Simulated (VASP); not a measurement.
# Cr in VASP: single point with PBE

Aim: the single point of Cr with PBE.

Program: VASP 6.6.1. These are calculated values, not measurements. Logs are shortened: lines on timing, memory, paths and dates and some standing lists are left out, and cuts for length are marked.

### 1 The cell of the first run

The typed cell holds 2 atoms: a = 3.893 Å, b = 3.893 Å, c = 2.430 Å, α = 36.78°, β = 90.00°, γ = 90.00°.

### 2 Single point, PBE

Input file INCAR:

```
PREC = Accurate
ENCUT = 520
EDIFF = 1E-6
ISMEAR = 0
SIGMA = 0.1
LREAL = False
LASPH = True
NELM = 100
ALGO = Fast
ISIF = 2
LWAVE = False
LCHARG = False
GGA = PE
ISYM = 0
NBANDS = 19
```

Input file KPOINTS:

```
regular mesh
0
Gamma
  9 9 23
```

Input file POSCAR:

```
Cr
1.0
    3.8927055297      0.0000000000      0.0000000000
    0.0000000000      3.8927055238      0.0002138178
    0.0000000000      1.9464342341      1.4551658064
Cr
2
Direct
    0.5000000000      0.5000000000      0.0000000000
    0.0000000000      0.0000000000      0.0000000000
```

Potentials or basis: VASP PAW PBE potentials, release 64 (Cr_pv).

Run with:

```
cat potpaw_PBE.64/Cr_pv/POTCAR > POTCAR
mpirun -np 1 vasp_std > vasp.out
```

OUTCAR:

```text
PREC = Accurate
   ENCUT = 520
   EDIFF = 1E-6
   ISMEAR = 0
   LREAL = False
   LASPH = True
   NELM = 100
   ISIF = 2
   GGA = PE
   ISYM = 0

 ion  position               nearest neighbor table
   1  0.500  0.500  0.000-   2 2.43   2 2.43   2 2.43   2 2.43   2 2.75   2 2.75   2 2.75   2 2.75

   2  0.000  0.000  0.000-   1 2.43   1 2.43   1 2.43   1 2.43   1 2.75   1 2.75   1 2.75   1 2.75

IMPORTANT INFORMATION: All symmetrisations will be switched off!
NOSYMM: (Re-)initialisation of all symmetry stuff for point group C_1.

----------------------------------------------------------------------------------------

                                     Primitive cell

  volume of cell :      22.0487

  direct lattice vectors                    reciprocal lattice vectors
     3.892705530  0.000000000  0.000000000     0.256890739  0.000000000  0.000000000
     0.000000000  3.892705524  0.000213818     0.000000000  0.256909615 -0.343643087
     0.000000000  1.946434234  1.455165806     0.000000000 -0.000037750  0.687257406

  length of vectors
     3.892705530  3.892705530  2.430249730     0.256890739  0.429060743  0.687257407

  position of ions in fractional coordinates (direct lattice)
     0.500000000  0.500000000  0.000000000
     0.000000000  0.000000000  0.000000000

  ion indices of the primitive-cell ions
   primitive index   ion index
                 1           1
                 2           2

----------------------------------------------------------------------------------------

 KPOINTS: regular mesh

Automatic generation of k-mesh.
 Grid dimensions read from file:
 generate k-points for:    9    9   23

 Generating k-lattice:

  Cartesian coordinates                     Fractional coordinates (reciprocal lattice)
     0.028543415  0.000000000  0.000000000     0.111111111  0.000000000  0.000000000
     0.000000000  0.028545513 -0.038182565     0.000000000  0.111111111  0.000000000
     0.000000000 -0.000001641  0.029880757     0.000000000  0.000000000  0.043478261

  Length of vectors
     0.028543415  0.047673416  0.029880757

  Shift w.r.t. Gamma in fractional coordinates (k-lattice)
     0.000000000  0.000000000  0.000000000

 Subroutine IBZKPT returns following result:
 ===========================================

 Found    932 irreducible k-points:

 Following reciprocal coordinates:
            Coordinates               Weight
  0.000000  0.000000  0.000000      1.000000
  0.111111  0.000000  0.000000      2.000000
  0.222222  0.000000  0.000000      2.000000
  0.333333  0.000000  0.000000      2.000000
  0.444444  0.000000  0.000000      2.000000
  0.000000  0.111111  0.000000      2.000000
[... 16 lines left out ...]
  0.444444 -0.222222 -0.000000      2.000000
  0.000000  0.333333  0.000000      2.000000
 [... further k-points ...]
   k-points           NKPTS =    932   k-points in BZ     NKDIM =    932   number of bands    NBANDS=     19
   number of dos      NEDOS =    301   number of ions     NIONS =      2
   total plane-waves  NPLWV =  16200
   dimension x,y,z NGX =    30 NGY =   30 NGZ =   18
   dimension x,y,z NGXF=    60 NGYF=   60 NGZF=   36
   ions per type =               2
   NGX,Y,Z   is equivalent  to a cutoff of  12.81, 12.81, 12.31 a.u.
   NGXF,Y,Z  is equivalent  to a cutoff of  25.62, 25.62, 24.63 a.u.
 SYSTEM =  unknown system
   PREC   = accura    normal or accurate (medium, high low for compatibility)
   ISTART =      0    job   : 0-new  1-cont  2-samecut
   ICHARG =      2    charge: 1-file 2-atom 10-const
   ISPIN  =      1    spin polarized calculation?
   LNONCOLLINEAR =      F non collinear calculations
   LSORBIT =      F    spin-orbit coupling
   LASPH  =      T    aspherical Exc in radial PAW
   ENCUT  =  520.0 eV  38.22 Ry    6.18 a.u.   7.24  7.24  4.52*2*pi/ulx,y,z
   NELM   =    100;   NELMIN=  2; NELMDL= -5     # of ELM steps
   EDIFF  = 0.1E-05   stopping-criterion for ELM
   LREAL  =      F    real-space projection
   EDIFFG = 0.1E-04   stopping-criterion for IOM
   NSW    =      0    number of steps for IOM
   IBRION =     -1    ionic relax: 0-MD 1-quasi-New 2-CG
   NFREE  =      0    steps in history (QN), initial steepest desc. (CG)
   ISIF   =      2    stress and relaxation
   ISYM   =      0    0-nonsym 1-usesym 2-fastsym
   POTIM  = 0.5000    time-step for ionic-motion
   TEBEG  =    0.0;   TEEND  =   0.0 temperature during run
   PSTRESS=    0.0 pullay stress
   NELECT =      24.0000    total number of electrons
   NUPDOWN=      -1.0000    fix difference up-down
   EMIN   =  10.00;   EMAX   =-10.00  energy-range for DOS
   EFERMI =   0.00;   METHOD = LEGACY
   ISMEAR =     0;   SIGMA  =   0.10  broadening in eV -4-tet -1-fermi 0-gaus
   EFERMI_NEDOS =   21; number of points for ismear=-14 and -15
   IALGO  =     68    algorithm
   IMIX   =      4    mixing-type and parameters
     AMIX     =   0.40;   BMIX     =  1.00
     AMIX_MAG =   1.60;   BMIX_MAG =  1.00
  volume/ion in A,a.u.               =      11.02        74.40
  Fermi-wavevector in a.u.,A,eV,Ry     =   1.684033  3.182362 38.585691  2.835968
  Thomas-Fermi vector in A             =   2.767128
   LORBIT       =      0    0 simple, 1 ext, 2 COOP (PROOUT), +10 PAW based schemes
   GGA     = PE    functional components
   LHFCALC =     F    Hartree Fock is set to
   AEXX    =    0.0000 exact exchange contribution
   IVDW    =     0    specifies the selected vdW correction
   LEPSILON=     F    determine dielectric tensor
   LRPA    =     F    only Hartree local field effects (RPA)
 non-spin polarized calculation
 RMM-DIIS sequential band-by-band and
 Gauss-broadening in eV      SIGMA  =   0.10
  energy-cutoff  :      520.00
  volume of cell :       22.05
 maximum number of plane-waves:       615
 NGX is ok and might be reduce to    30
   NGX = 15   NGY = 15   NGZ =  9

 number of electron      24.0000006 magnetization

 Free energy of the ion-electron system (eV)
  ---------------------------------------------------
  ext. energy  EPLUGINS =         0.00000000
  ---------------------------------------------------
  free energy    TOTEN  =       -18.94364294 eV

  energy without entropy =      -18.93743315  energy(sigma->0) =      -18.94053804

 E-fermi :  11.6682     XC(G=0): -13.9466

 val. band max:       11.6675957187   @ k =   0.3333  -0.4444   0.2174
 cond. band min:      11.6686991574   @ k =   0.2222  -0.2222  -0.0435
 fundamental gap:      0.0011034386
 Fermi energy:        11.6681890445

 k-point     1 :       0.0000    0.0000    0.0000
  band No.  band energies     occupation
      1     -32.0495      2.00000
      2     -31.3755      2.00000
      3     -31.0416      2.00000
      4     -31.0165      2.00000
      5     -31.0001      2.00000
      6     -30.9987      2.00000
[... 11 lines left out ...]
     18      14.7244      0.00000
     19      18.7888      0.00000

 k-point     2 :       0.1111    0.0000    0.0000
  band No.  band energies     occupation
      1     -32.0195      2.00000
      2     -31.3649      2.00000
      3     -31.0403      2.00000
      4     -31.0335      2.00000
      5     -31.0275      2.00000
      6     -30.9999      2.00000
[... 11 lines left out ...]
     18      14.5589      0.00000
     19      18.7884      0.00000

 k-point     3 :       0.2222    0.0000    0.0000
  band No.  band energies     occupation
      1     -31.9326      2.00000
      2     -31.3343      2.00000
      3     -31.1291      2.00000
      4     -31.0593      2.00000
      5     -31.0365      2.00000
      6     -31.0036      2.00000
[... 11 lines left out ...]
     18      14.1038      0.00000
     19      18.7897      0.00000

 k-point     4 :       0.3333    0.0000    0.0000
  band No.  band energies     occupation
      1     -31.7978      2.00000
      2     -31.2872      2.00000
      3     -31.2736      2.00000
      4     -31.1077      2.00000
      5     -31.0308      2.00000
      6     -31.0093      2.00000
[... 11 lines left out ...]
     18      13.4587      0.00000
     19      18.7896      0.00000

 k-point     5 :       0.4444    0.0000    0.0000
  band No.  band energies     occupation
      1     -31.6299      2.00000
      2     -31.4479      2.00000
      3     -31.2291      2.00000
      4     -31.1667      2.00000
      5     -31.0238      2.00000
      6     -31.0161      2.00000
[... 11 lines left out ...]
     18      12.9780      0.00000
     19      18.7900      0.00000

 k-point     6 :       0.0000    0.1111    0.0000
  band No.  band energies     occupation
      1     -32.0083      2.00000
      2     -31.4104      2.00000
      3     -31.1053      2.00000
      4     -31.0840      2.00000
      5     -31.0215      2.00000
      6     -31.0132      2.00000
[... 11 lines left out ...]
     18      16.0394      0.00000
     19      18.7854      0.00000

 k-point     7 :       0.1111    0.1111    0.0000
  band No.  band energies     occupation
      1     -31.9836      2.00000
      2     -31.3970      2.00000
      3     -31.1377      2.00000
      4     -31.0825      2.00000
      5     -31.0365      2.00000
      6     -31.0085      2.00000
[... 11 lines left out ...]
     18      15.6979      0.00000
     19      18.7884      0.00000

 k-point     8 :       0.1111   -0.1111   -0.0000
  band No.  band energies     occupation
      1     -31.9836      2.00000
      2     -31.3970      2.00000
      3     -31.1377      2.00000
      4     -31.0825      2.00000
      5     -31.0365      2.00000
      6     -31.0084      2.00000
[... 256 lines left out ...]
 k-point    20 :       0.3333    0.2222    0.0000
  band No.  band energies     occupation
      1     -31.8348      2.00000
      2     -31.5651      2.00000
      3     -31.3539      2.00000
      4     -31.1575      2.00000
      5     -31.1133      2.00000
      6     -31.0251      2.00000
[... 11 lines left out ...]
     18      15.2482      0.00000
     19      18.7889      0.00000

 k-point    21 :       0.3333   -0.2222   -0.0000
  band No.  band energies     occupation
      1     -31.8349      2.00000
      2     -31.5651      2.00000
      3     -31.3539      2.00000
      4     -31.1576      2.00000
      5     -31.1133      2.00000
      6     -31.0250      2.00000
[... 11 lines left out ...]
     18      15.2482      0.00000
     19      18.7885      0.00000

 k-point    22 :       0.4444    0.2222    0.0000
  band No.  band energies     occupation
      1     -31.7661      2.00000
      2     -31.6727      2.00000
      3     -31.2650      2.00000
      4     -31.1985      2.00000
      5     -31.0910      2.00000
      6     -31.0584      2.00000
[... 11 lines left out ...]
     18      14.1673      0.00000
     19      18.7876      0.00000

 k-point    23 :       0.4444   -0.2222   -0.0000
  band No.  band energies     occupation
      1     -31.7661      2.00000
      2     -31.6727      2.00000
      3     -31.2650      2.00000
      4     -31.1985      2.00000
      5     -31.0910      2.00000
      6     -31.0584      2.00000
[... 11 lines left out ...]
     18      14.1673      0.00000
     19      18.7894      0.00000

 k-point    24 :       0.0000    0.3333    0.0000
  band No.  band energies     occupation
      1     -31.7393      2.00000
      2     -31.7247      2.00000
      3     -31.6297      2.00000
      4     -31.1975      2.00000
      5     -31.1407      2.00000
      6     -31.0551      2.00000
[... 11 lines left out ...]
     18      20.5542      0.00000
     19      20.8819      0.00000

 [... further k-points ...]
[... 5 lines left out ...]
  --------------------------------------------------------------------------------------
  -------------------------------------------------------------------------------------
  Total        2.7990925      2.7907331     -0.0487519     -0.0002236     -0.0050631      0.0001360
  in kB      203.3968225    202.7893798     -3.5425667     -0.0162515     -0.3679143      0.0098824
  external PRESSURE =     134.2145452 kB  Pullay stress =       0.0000000 kB

 VOLUME and BASIS-vectors are now :
 -----------------------------------------------------------------------------
  energy-cutoff  :      520.00
  volume of cell :       22.05
      direct lattice vectors                 reciprocal lattice vectors
     3.892705530  0.000000000  0.000000000     0.256890739  0.000000000  0.000000000
     0.000000000  3.892705524  0.000213818     0.000000000  0.256909615 -0.343643087
     0.000000000  1.946434234  1.455165806     0.000000000 -0.000037750  0.687257406

 POSITION                                       TOTAL-FORCE (eV/Angst)
 -----------------------------------------------------------------------------------
      1.94635      1.94635      0.00011         0.000008      0.000011      0.000006
      0.00000      0.00000      0.00000        -0.000008     -0.000011     -0.000006
 -----------------------------------------------------------------------------------
    total drift:                                0.000000     -0.000012      0.000003

  FREE ENERGIE OF THE ION-ELECTRON SYSTEM (eV)
  ---------------------------------------------------
  free  energy   TOTEN  =       -18.9436429441 eV

  energy  without entropy=      -18.9374331450  energy(sigma->0) =      -18.94053804
```

Run time: 5.1 min. Hardware: 1 thread of Intel Xeon Platinum 8488C (Sapphire Rapids), shared host; peak memory 0.4 GiB.

Results:

```yaml
Free_energy: -18.9436 eV
Pressure: 13.4 GPa
Band_gap_on_the_k_mesh: zero (bands 12 and 13 overlap by 2.35 eV)
```

Levels at points of the mesh, in eV from the Fermi level:
```
           k point  band 9  band 10  band 11  band 12  band 13  band 14  band 15  band 16
(0.00, 0.00, 0.00)   -3.00    -1.12    -1.12    -0.66     0.92     1.41     1.54     1.59
```

Caveat: the stress differs along the axes, from -0 to 20 GPa; the run has no spin polarisation, though such a crystal can be magnetic.
